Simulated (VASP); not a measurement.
# CdO (Fm-3m) in VASP: further runs

The runs below take CdO through single point, with LDA, PBE.

Program: VASP 6.6.1. These are calculated values, not measurements. Logs are shortened: lines on timing, memory, paths and dates and some standing lists are left out, and cuts for length are marked.

## Step 1: The cell of the first run

It takes space group Fm-3m (No. 225, cubic). The conventional cell has a = 4.722 Å, b = 4.722 Å, c = 4.722 Å, α = 90.00°, β = 90.00°, γ = 90.00°. Cd (site symmetry m-3m) has 6 O at 2.36 Å within 3.1 Å. O (site symmetry m-3m) has 6 Cd at 2.36 Å within 3.1 Å.

## Step 2: Single point, LDA

Contents of INCAR:

```
SYSTEM = CdO
ALGO     = Normal         ! electronic algorithm
EDIFF    = 1E-6           ! SCF threshold, eV
ENCUT    = 700            ! plane-wave cutoff, eV
GGA      = CA             ! functional
GGA_COMPAT= .False.      
ISIF     = 2              ! what is computed and relaxed
ISMEAR   = -1             ! smearing method
LASPH    = .True.         ! aspherical terms in the spheres
LCHARG   = .False.        ! write CHGCAR
LREAL    = .False.        ! projectors in reciprocal space
LWAVE    = .False.        ! write WAVECAR
NBANDS   = 20             ! bands
NELM     = 120            ! most SCF steps
PREC     = Accurate       ! precision mode
SIGMA    = 0.58           ! smearing width, eV
```

Contents of KPOINTS:

```
k-points
0
Gamma
  4 4 4
  0 0 0
```

Contents of POSCAR:

```
CdO
1.0
    0.0000000000      2.3609927699      2.3609927699
    2.3609927699      0.0000000000      2.3609927699
    2.3609927699      2.3609927699      0.0000000000
Cd O
1 1
Direct
    0.0000000000      0.0000000000      0.0000000000
    0.5000000000      0.5000000000      0.5000000000
```

Potentials or basis: VASP PAW LDA potentials, release 64 (Cd_sv_GW, O).

The run is started by

```bash
cat potpaw_LDA.64/Cd_sv_GW/POTCAR potpaw_LDA.64/O/POTCAR > POTCAR
mpirun -np 1 vasp_std > vasp.out
```

OUTCAR:

```text
SYSTEM = CdO
   EDIFF = 1E-6
   ENCUT = 700
   GGA = CA
   ISIF = 2
   ISMEAR = -1
   LASPH = .True.
   LREAL = .False.
   NELM = 120
   PREC = Accurate

 ion  position               nearest neighbor table
   1  0.000  0.000  0.000-
   2  0.500  0.500  0.500-

  LATTYP: Found a face centered cubic cell.
 ALAT       =     4.7219855398

  Lattice vectors:

 A1 = (   0.0000000000,   2.3609927699,   2.3609927699)
 A2 = (   2.3609927699,   0.0000000000,   2.3609927699)
 A3 = (   2.3609927699,   2.3609927699,   0.0000000000)

Analysis of symmetry for initial positions (statically):
=====================================================================
 Subroutine PRICEL returns:
 Original cell was already a primitive cell.

 Routine SETGRP: Setting up the symmetry group for a
 face centered cubic supercell.

 Subroutine GETGRP returns: Found 48 space group operations
 (whereof 48 operations were pure point group operations)
 out of a pool of 48 trial point group operations.

The static configuration has the point symmetry O_h .

Analysis of symmetry for dynamics (positions and initial velocities):
=====================================================================
 Subroutine PRICEL returns:
 Original cell was already a primitive cell.

 Routine SETGRP: Setting up the symmetry group for a
 face centered cubic supercell.

 Subroutine GETGRP returns: Found 48 space group operations
 (whereof 48 operations were pure point group operations)
 out of a pool of 48 trial point group operations.

The dynamic configuration has the point symmetry O_h .

 Subroutine INISYM returns: Found 48 space group operations
 (whereof 48 operations are pure point group operations),
 and found     1 'primitive' translations

----------------------------------------------------------------------------------------

                                     Primitive cell

  volume of cell :      26.3217

  direct lattice vectors                    reciprocal lattice vectors
     0.000000000  2.360992770  2.360992770    -0.211775320  0.211775320  0.211775320
     2.360992770  0.000000000  2.360992770     0.211775320 -0.211775320  0.211775320
     2.360992770  2.360992770  0.000000000     0.211775320  0.211775320 -0.211775320

  length of vectors
     3.338947996  3.338947996  3.338947996     0.366805614  0.366805614  0.366805614

  position of ions in fractional coordinates (direct lattice)
     0.000000000  0.000000000  0.000000000
     0.500000000  0.500000000  0.500000000

  ion indices of the primitive-cell ions
   primitive index   ion index
                 1           1
                 2           2

----------------------------------------------------------------------------------------

 KPOINTS: k-points

Automatic generation of k-mesh.
 Grid dimensions read from file:
 generate k-points for:    4    4    4

 Generating k-lattice:

  Cartesian coordinates                     Fractional coordinates (reciprocal lattice)
    -0.052943830  0.052943830  0.052943830     0.250000000  0.000000000  0.000000000
     0.052943830 -0.052943830  0.052943830     0.000000000  0.250000000  0.000000000
     0.052943830  0.052943830 -0.052943830     0.000000000  0.000000000  0.250000000

  Length of vectors
     0.091701404  0.091701404  0.091701404

  Shift w.r.t. Gamma in fractional coordinates (k-lattice)
     0.000000000  0.000000000  0.000000000

 Subroutine IBZKPT returns following result:
 ===========================================

 Found      8 irreducible k-points:

 Following reciprocal coordinates:
            Coordinates               Weight
  0.000000  0.000000  0.000000      1.000000
  0.250000  0.000000  0.000000      8.000000
  0.500000  0.000000  0.000000      4.000000
  0.250000  0.250000  0.000000      6.000000
  0.500000  0.250000  0.000000     24.000000
 -0.250000  0.250000  0.000000     12.000000
  0.500000  0.500000  0.000000      3.000000
 -0.250000  0.500000  0.250000      6.000000
   k-points           NKPTS =      8   k-points in BZ     NKDIM =      8   number of bands    NBANDS=     20
   number of dos      NEDOS =    301   number of ions     NIONS =      2
   total plane-waves  NPLWV =  27000
   dimension x,y,z NGX =    30 NGY =   30 NGZ =   30
   dimension x,y,z NGXF=    60 NGYF=   60 NGZF=   60
   ions per type =               1   1
   NGX,Y,Z   is equivalent  to a cutoff of  14.94, 14.94, 14.94 a.u.
   NGXF,Y,Z  is equivalent  to a cutoff of  29.87, 29.87, 29.87 a.u.
 SYSTEM =  CdO
   PREC   = accura    normal or accurate (medium, high low for compatibility)
   ISTART =      0    job   : 0-new  1-cont  2-samecut
   ICHARG =      2    charge: 1-file 2-atom 10-const
   ISPIN  =      1    spin polarized calculation?
   LNONCOLLINEAR =      F non collinear calculations
   LSORBIT =      F    spin-orbit coupling
   LASPH  =      T    aspherical Exc in radial PAW
   ENCUT  =  700.0 eV  51.45 Ry    7.17 a.u.   7.20  7.20  7.20*2*pi/ulx,y,z
   NELM   =    120;   NELMIN=  2; NELMDL= -5     # of ELM steps
   EDIFF  = 0.1E-05   stopping-criterion for ELM
   LREAL  =      F    real-space projection
   EDIFFG = 0.1E-04   stopping-criterion for IOM
   NSW    =      0    number of steps for IOM
   IBRION =     -1    ionic relax: 0-MD 1-quasi-New 2-CG
   NFREE  =      0    steps in history (QN), initial steepest desc. (CG)
   ISIF   =      2    stress and relaxation
   ISYM   =      2    0-nonsym 1-usesym 2-fastsym
   POTIM  = 0.5000    time-step for ionic-motion
   TEBEG  =    0.0;   TEEND  =   0.0 temperature during run
   PSTRESS=    0.0 pullay stress
   NELECT =      26.0000    total number of electrons
   NUPDOWN=      -1.0000    fix difference up-down
   EMIN   =  10.00;   EMAX   =-10.00  energy-range for DOS
   EFERMI =   0.00;   METHOD = LEGACY
   ISMEAR =    -1;   SIGMA  =   0.58  broadening in eV -4-tet -1-fermi 0-gaus
   EFERMI_NEDOS =   21; number of points for ismear=-14 and -15
   IALGO  =     38    algorithm
   IMIX   =      4    mixing-type and parameters
     AMIX     =   0.40;   BMIX     =  1.00
     AMIX_MAG =   1.60;   BMIX_MAG =  1.00
  volume/ion in A,a.u.               =      13.16        88.81
  Fermi-wavevector in a.u.,A,eV,Ry     =   1.630402  3.081013 36.167140  2.658210
  Thomas-Fermi vector in A             =   2.722709
   LORBIT       =      0    0 simple, 1 ext, 2 COOP (PROOUT), +10 PAW based schemes
   GGA     = CA    functional components
   LHFCALC =     F    Hartree Fock is set to
   AEXX    =    0.0000 exact exchange contribution
   IVDW    =     0    specifies the selected vdW correction
   LEPSILON=     F    determine dielectric tensor
   LRPA    =     F    only Hartree local field effects (RPA)
 non-spin polarized calculation
  energy-cutoff  :      700.00
  volume of cell :       26.32
 maximum number of plane-waves:      1124
 NGX is ok and might be reduce to    30
   NGX = 15   NGY = 15   NGZ = 15

 number of electron      25.9999992 magnetization

 Free energy of the ion-electron system (eV)
  ---------------------------------------------------
  ext. energy  EPLUGINS =         0.00000000
  ---------------------------------------------------
  free energy    TOTEN  =        -9.48388645 eV

  energy without entropy =       -9.20351453  energy(sigma->0) =       -9.34370049

 E-fermi :   5.8674     XC(G=0): -12.3697

 val. band max:        4.4296090554   @ k =   0.5000   0.0000   0.0000
 cond. band min:       6.9477069290   @ k =   0.2500   0.0000   0.0000
 fundamental gap:      2.5180978736
 Fermi energy:         5.8674356305

 k-point     1 :       0.0000    0.0000    0.0000
  band No.  band energies     occupation
      1     -95.3266      2.00000
      2     -56.7249      2.00000
      3     -56.7249      2.00000
      4     -56.7249      2.00000
      5     -12.5734      2.00000
      6      -2.1937      2.00000
      7      -2.1937      2.00000
      8      -2.1937      2.00000
      9      -1.9068      2.00000
     10      -1.9068      2.00000
     11       3.0811      1.98374
     12       3.0811      1.98374
     13       3.0811      1.98374
     14       3.9251      1.93214
     15      18.7913      0.00000
     16      21.2313      0.00000
     17      21.2313      0.00000
     18      21.2313      0.00000
     19      22.1558      0.00000
     20      22.1558      0.00000

 k-point     2 :       0.2500    0.0000    0.0000
  band No.  band energies     occupation
      1     -95.3262      2.00000
      2     -56.7330      2.00000
      3     -56.7262      2.00000
      4     -56.7262      2.00000
      5     -12.1879      2.00000
      6      -2.5239      2.00000
      7      -2.4206      2.00000
      8      -2.4206      2.00000
      9      -1.8938      2.00000
     10      -1.8938      2.00000
     11       0.9799      1.99956
     12       3.7769      1.94703
     13       3.7769      1.94703
     14       6.9477      0.26882
     15      14.3928      0.00000
     16      17.9917      0.00000
     17      17.9917      0.00000
     18      20.6369      0.00000
     19      23.5986      0.00000
     20      23.5986      0.00000

 k-point     3 :       0.5000    0.0000    0.0000
  band No.  band energies     occupation
      1     -95.3257      2.00000
      2     -56.7410      2.00000
      3     -56.7274      2.00000
      4     -56.7274      2.00000
      5     -11.7553      2.00000
      6      -3.1557      2.00000
      7      -2.7897      2.00000
      8      -2.7897      2.00000
      9      -1.6463      2.00000
     10      -1.6463      2.00000
     11       0.6291      1.99976
     12       4.4296      1.84531
     13       4.4296      1.84531
     14       8.7251      0.01439
     15      11.5079      0.00012
     16      16.0127      0.00000
     17      16.0127      0.00000
     18      21.9099      0.00000
     19      24.7921      0.00000
     20      26.0982      0.00000

 k-point     4 :       0.2500    0.2500    0.0000
  band No.  band energies     occupation
      1     -95.3260      2.00000
      2     -56.7325      2.00000
      3     -56.7281      2.00000
      4     -56.7281      2.00000
      5     -12.1494      2.00000
      6      -2.5454      2.00000
      7      -2.4254      2.00000
      8      -1.9480      2.00000
      9      -1.9480      2.00000
     10      -1.7756      2.00000
     11       1.5600      1.99881
     12       2.7924      1.99008
     13       2.7924      1.99008
     14       7.8880      0.05956
     15      14.8694      0.00000
     16      16.4237      0.00000
     17      17.8291      0.00000
     18      17.8291      0.00000
     19      26.9232      0.00000
     20      27.7392      0.00000

 k-point     5 :       0.5000    0.2500    0.0000
  band No.  band energies     occupation
      1     -95.3255      2.00000
      2     -56.7383      2.00000
      3     -56.7316      2.00000
      4     -56.7294      2.00000
      5     -11.8353      2.00000
      6      -2.6448      2.00000
      7      -2.3755      2.00000
      8      -2.3030      2.00000
      9      -1.7132      2.00000
     10      -1.5877      1.99999
     11       0.7745      1.99969
     12       2.7170      1.99129
     13       3.3288      1.97518
     14       9.6056      0.00317
     15      11.9983      0.00005
     16      14.0725      0.00000
     17      16.8469      0.00000
     18      20.2517      0.00000
     19      26.1062      0.00000
     20      27.2493      0.00000

 k-point     6 :      -0.2500    0.2500    0.0000
  band No.  band energies     occupation
      1     -95.3257      2.00000
      2     -56.7365      2.00000
      3     -56.7319      2.00000
      4     -56.7274      2.00000
      5     -11.8703      2.00000
      6      -2.8003      2.00000
      7      -2.6146      2.00000
      8      -2.3848      2.00000
      9      -1.8294      2.00000
     10      -1.5767      1.99999
     11       1.1049      1.99946
     12       2.3308      1.99551
     13       4.3190      1.87042
     14       9.4683      0.00402
     15      12.6524      0.00002
     16      13.6490      0.00000
     17      17.0022      0.00000
     18      22.8380      0.00000
     19      23.7060      0.00000
     20      24.7427      0.00000

 k-point     7 :       0.5000    0.5000    0.0000
  band No.  band energies     occupation
      1     -95.3254      2.00000
      2     -56.7400      2.00000
      3     -56.7313      2.00000
      4     -56.7313      2.00000
      5     -11.9092      2.00000
      6      -2.6502      2.00000
      7      -1.6415      2.00000
      8      -1.5056      1.99999
      9      -1.5056      1.99999
     10      -1.1956      1.99999
     11       0.1256      1.99990
     12       2.1222      1.99687
     13       2.1222      1.99687
     14       8.0727      0.04367
     15      12.7381      0.00001
     16      15.5161      0.00000
     17      17.3957      0.00000
     18      17.3957      0.00000
     19      27.2076      0.00000
     20      28.4803      0.00000

 k-point     8 :      -0.2500    0.5000    0.2500
  band No.  band energies     occupation
      1     -95.3254      2.00000
      2     -56.7357      2.00000
      3     -56.7357      2.00000
      4     -56.7314      2.00000
      5     -11.8034      2.00000
      6      -2.3972      2.00000
      7      -2.3229      2.00000
      8      -2.3229      2.00000
      9      -1.5053      1.99999
     10      -1.3040      1.99999
     11       1.4546      1.99901
     12       1.4546      1.99901
     13       2.5392      1.99358
     14      10.1800      0.00118
     15      13.1428      0.00001
     16      13.1428      0.00001
     17      14.9122      0.00000
     18      22.6150      0.00000
     19      22.6150      0.00000
     20      29.0848      0.00000

------------------------ aborting loop because EDIFF is reached ----------------------------------------

  FORCE on cell =-STRESS in cart. coord.  units (eV):
  Direction    XX          YY          ZZ          XY          YZ          ZX
  --------------------------------------------------------------------------------------
  -------------------------------------------------------------------------------------
  Total       -1.0554991     -1.0554991     -1.0554991     -0.0000000     -0.0000000      0.0000000
  in kB      -64.2472384    -64.2472384    -64.2472384     -0.0000000     -0.0000000      0.0000000
  external PRESSURE =     -64.2472384 kB  Pullay stress =       0.0000000 kB

 VOLUME and BASIS-vectors are now :
 -----------------------------------------------------------------------------
  energy-cutoff  :      700.00
  volume of cell :       26.32
      direct lattice vectors                 reciprocal lattice vectors
     0.000000000  2.360992770  2.360992770    -0.211775320  0.211775320  0.211775320
     2.360992770  0.000000000  2.360992770     0.211775320 -0.211775320  0.211775320
     2.360992770  2.360992770  0.000000000     0.211775320  0.211775320 -0.211775320

 POSITION                                       TOTAL-FORCE (eV/Angst)
 -----------------------------------------------------------------------------------
      0.00000      0.00000      0.00000         0.000000      0.000000     -0.000000
      2.36099      2.36099      2.36099        -0.000000     -0.000000      0.000000
 -----------------------------------------------------------------------------------
    total drift:                                0.000000      0.000000      0.000000

  FREE ENERGIE OF THE ION-ELECTRON SYSTEM (eV)
  ---------------------------------------------------
  free  energy   TOTEN  =        -9.4838864546 eV

  energy  without entropy=       -9.2035145348  energy(sigma->0) =       -9.34370049
```

Run time: 7.3 s. Hardware: 1 thread of Intel Xeon Platinum 8375C at 2.90GHz (Ice Lake), shared host; peak memory 0.15 GiB.

What came out:

- Free energy: -9.4839 eV
- Pressure: -6.4 GPa
- Band gap on the k mesh: zero (bands 13 and 14 overlap by 0.50 eV)

Levels at points of the mesh, in eV from the Fermi level:
```tsv
k point	band 11	band 12	band 13	band 14	band 15	band 16
(0.00, 0.00, 0.00)	-2.79	-2.79	-2.79	-1.94	12.92	15.36
(0.50, 0.00, 0.00)	-5.24	-1.44	-1.44	2.86	5.64	10.15
(0.50, 0.50, 0.00)	-5.74	-3.75	-3.75	2.21	6.87	9.65
```

Caveat: the k points lie up to 0.58 Å⁻¹ apart, too coarse for converged energies and pressures of a metal; so wide a smearing shifts energies and pressures; semilocal functionals underestimate gaps, and a narrow one can read as zero.

## Step 3: Single point, PBE

Contents of INCAR:

```
PREC = Accurate ; ENCUT = 700
EDIFF = 1E-6 ; ISMEAR = 0
SIGMA = 0.1 ; LREAL = F
LASPH = T ; NELM = 120
ALGO = Normal ; ISIF = 2
LWAVE = F ; LCHARG = T
GGA = PE ; LELF = T
LVHAR = T ; NBANDS = 20
GGA_COMPAT = F
```

Contents of KPOINTS:

```
Automatic mesh
0
Gamma
  2 2 2
```

Contents of POSCAR:

```
CdO
1.0
    0.0000000000      2.3609927699      2.3609927699
    2.3609927699      0.0000000000      2.3609927699
    2.3609927699      2.3609927699      0.0000000000
Cd O
1 1
Direct
    0.2710000000      0.3560000000      0.3860000000
    0.7710000000      0.8560000000      0.8860000000
```

Potentials or basis: VASP PAW PBE potentials, release 64 (Cd_sv_GW, O).

The run is started by

```bash
cat potpaw_PBE.64/Cd_sv_GW/POTCAR potpaw_PBE.64/O/POTCAR > POTCAR
mpirun -np 1 vasp_std > vasp.out
```

Run time: 6.2 s. Hardware: 1 thread of Intel Xeon Platinum 8488C (Sapphire Rapids), shared host; peak memory 0.17 GiB.

Results (log left out):

- Free energy: -6.8216 eV
- Pressure: 11.4 GPa
- Band gap on the k mesh: zero (bands 13 and 14 overlap by 0.63 eV)

Levels at points of the mesh, in eV from the Fermi level:
```
           k point  band 10  band 11  band 12  band 13  band 14  band 15  band 16  band 17
(0.00, 0.00, 0.00)    -6.82    -1.34    -1.34    -1.34    -0.71    14.15    16.61    16.61
(0.50, 0.00, 0.00)    -6.58    -4.02    -0.08    -0.08     4.13     7.07    11.48    11.48
(0.50, 0.50, 0.00)    -6.12    -4.37    -2.32    -2.32     3.50     8.30    10.83    12.95
```

Caveat: the k points lie up to 1.15 Å⁻¹ apart, too coarse for converged energies and pressures of a metal; semilocal functionals underestimate gaps, and a narrow one can read as zero.

(Part 1 of 2 ends here.)

The gap in the log of VASP goes by the Fermi energy; the results here count the filled bands.